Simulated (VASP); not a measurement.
A run of VASP 6.6.1 is set up as follows.

The input INCAR:

```
ALGO     = Normal         # electronic algorithm
EDIFF    = 1E-7           # SCF threshold, eV
EDIFFG   = -0.01          # ionic threshold
ENCUT    = 600            # plane-wave cutoff, eV
IBRION   = 2              # ionic algorithm
ISIF     = 4              # what is computed and relaxed
ISMEAR   = -1             # smearing method
LASPH    = True           # aspherical terms in the spheres
LCHARG   = False          # write CHGCAR
LREAL    = False          # projectors in reciprocal space
LWAVE    = False          # write WAVECAR
NELM     = 60             # most SCF steps
NSW      = 50             # ionic steps
PREC     = Accurate       # precision mode
SIGMA    = 0.05           # smearing width, eV
```

File KPOINTS:

```
k-points
0
Gamma
  14 14 14
```

Contents of POSCAR:

```
Ti2C
1.0
    1.1806515486      0.6816494894      3.6888372434
   -1.1806515486      0.6816494894      3.6888372434
    0.0000000000     -1.3632989788      3.6888372434
Ti C
2 1
Direct
    0.2454978300      0.2454978300      0.2454978300
    0.7545021700      0.7545021700      0.7545021700
    0.5000000000      0.5000000000      0.5000000000
```

Potentials or basis: VASP PAW LDA potentials, release 64 (Ti_sv, C).

Command:

```sh
$ cat potpaw_LDA.64/Ti_sv/POTCAR potpaw_LDA.64/C/POTCAR > POTCAR
$ mpirun -np 1 vasp_std > vasp.out
```

(1) Predict the band gap on the k mesh.

Answers

(1) zero (bands 14 and 15 overlap by 2.79 eV).

Caveat: a cell axis changed by over 15 % at a fixed basis, so the end point is rough.
